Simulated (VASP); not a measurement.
Write the native input for VASP 6.6.1 that does the following.

```yaml
Task: single point
Functional: PBE
Potentials_or_basis: VASP PAW PBE potentials, release 64 (Si)
Cutoff: 520 eV
k_mesh: 6 × 6 × 6
Occupations: fermi-dirac, width 0.02 eV
Spin: no spin polarisation
Dipole_correction: no
Further_INCAR_settings: ALGO = Normal; EDIFF = 1e-06; NBANDS = 11
```

The structure of Si lies in POSCAR:

```
Si
1.0
    0.0000000000      2.7354995944      2.7354995944
    2.7354995944      0.0000000000      2.7354995944
    2.7354995944      2.7354995944      0.0000000000
Si
2
Direct
    0.7500000000      0.7500000000      0.7500000000
    0.5000000000      0.5000000000      0.5000000000
```

The input as run:

INCAR

```
SYSTEM = Si
PREC = Accurate
ENCUT = 520
EDIFF = 1E-6
ISMEAR = -1
SIGMA = 0.02
LREAL = .False.
LASPH = .True.
NELM = 60
ALGO = Normal
ISIF = 2
LWAVE = .False.
LCHARG = .False.
GGA = PE
NBANDS = 11
```

KPOINTS

```
regular mesh
0
Gamma
  6 6 6
  0 0 0
```

Potentials or basis: VASP PAW PBE potentials, release 64 (Si).

Run with:

```bash
$ cat potpaw_PBE.64/Si/POTCAR > POTCAR
$ mpirun -np 1 vasp_std > vasp.out
```

Results of the run:

The pressure is -0.1 GPa and the band gap on the k mesh is 0.75 eV, indirect (least direct gap 2.55 eV).

It took 14 s on 1 thread of Intel Xeon 8259CL (shared host), peak memory 0.15 GiB.
